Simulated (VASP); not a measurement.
Set up this calculation in VASP 6.6.1, as the native input.

| Quantity | Value |
| --- | --- |
| Task | single point |
| Functional | r2SCAN |
| Potentials or basis | VASP PAW PBE potentials, release 64 (Rh_pv) |
| Cutoff | 520 eV |
| k mesh | 22 × 22 × 22 |
| Occupations | gaussian, width 0.15 eV |
| Spin | no spin polarisation |
| Dipole correction | no |
| Further INCAR settings | ALGO = Normal; EDIFF = 1e-06; NBANDS = 14 |

Crystal: Rh.

```
Rh
1.0
     0.00000    1.85401    1.94909
     1.85401    0.00000    1.94909
     1.85401    1.85401    0.00000
Rh
1
Direct
  0.00000 0.00000 0.00000
```

This cell differs from its parent crystal: strain -0.025 along x and y, +0.025 along z.

One way to write it, as run:

POSCAR

```
Rh
1.0
    0.0000000000      1.8540112500      1.9490887500
    1.8540112500      0.0000000000      1.9490887500
    1.8540112500      1.8540112500      0.0000000000
Rh
1
Direct
    0.0000000000      0.0000000000      0.0000000000
```

INCAR.step1

```
  ALGO = Normal
  EDIFF = 1E-4
  ENCUT = 520
  GGA = PE
  ISMEAR = 0
  LASPH = T
  LCHARG = F
  LREAL = F
  LWAVE = T
  NBANDS = 14
  NELM = 100
  PREC = Accurate
  SIGMA = 0.15
```

INCAR.step2

```
  ALGO = Normal
  EDIFF = 1E-6
  ENCUT = 520
  ISIF = 2
  ISMEAR = 0
  ISTART = 1
  LASPH = T
  LCHARG = F
  LMIXTAU = T
  LREAL = F
  LWAVE = F
  METAGGA = R2SCAN
  NBANDS = 14
  NELM = 100
  PREC = Accurate
  SIGMA = 0.15
```

KPOINTS

```
k-points
0
Gamma
  22 22 22
```

Potentials or basis: VASP PAW PBE potentials, release 64 (Rh_pv).

Run with:

```sh
$ cat potpaw_PBE.64/Rh_pv/POTCAR > POTCAR
$ cp INCAR.step1 INCAR
$ mpirun -np 1 vasp_std > vasp.out
$ cp INCAR.step2 INCAR
$ mpirun -np 1 vasp_std > vasp.out
```

It gave:

* Pressure: 8.9 GPa
* Band gap on the k mesh: zero (an odd number of electrons rules out a gap without spin polarisation)

Caveat: the cell differs from its parent crystal (strain -0.025 along x and y, +0.025 along z); the cell stands under pressure; the PAW data sets were made with another functional, which shifts forces and pressure a little.

Run time: 2.9 min on 1 thread of Intel(R) Xeon(R) 6975P-C (Granite Rapids), on a shared host, peak memory 0.25 GiB.
